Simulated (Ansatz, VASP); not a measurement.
Two plane-wave programs on C

```
CELL_PARAMETERS angstrom
-2.41040 2.41040 2.41040
2.41040 -2.41040 2.41040
2.41040 2.41040 -2.41040
ATOMIC_POSITIONS crystal
C 0.32547 0.00000 0.00000
C 0.67453 0.67453 0.67453
C 0.00000 0.32547 0.00000
C 0.00000 0.00000 0.32547
C 0.00000 0.67453 0.00000
C 0.32547 0.32547 0.32547
C 0.67453 0.00000 0.00000
C 0.00000 0.00000 0.67453
```

Alike in both runs: task single point; functional LDA; k mesh 6 × 6 × 6; occupations gaussian, width 0.05 eV; no spin polarisation.

|  | VASP | Ansatz |
| --- | --- | --- |
| version | VASP 6.6.1 | Ansatz 0.2.0 |
| potentials or method | VASP PAW LDA potentials, release 64 (C_h), cutoff 910 eV | scalar-relativistic, plane waves, PAW |
| valence electrons in the cell | 32 | 32 |

|  | VASP | Ansatz | Ansatz less VASP |
| --- | --- | --- | --- |
| gap on the k mesh at the Fermi level (eV) | 2.91 | 2.91 | +0.004 |
| least direct gap on the mesh (eV) | 3.82 | 3.84 | +0.017 |
| rms of the force components (eV/Å) | 0.021 | 0.001 | -0.0207 |

LDA's correlation is that of Perdew and Zunger in VASP and of Perdew and Wang (1992) in Ansatz. Atom by atom the forces differ by 0.022 eV/Å (rms over components).

Noted on VASP's run: the cutoff is short for stress, so the pressure is rough.
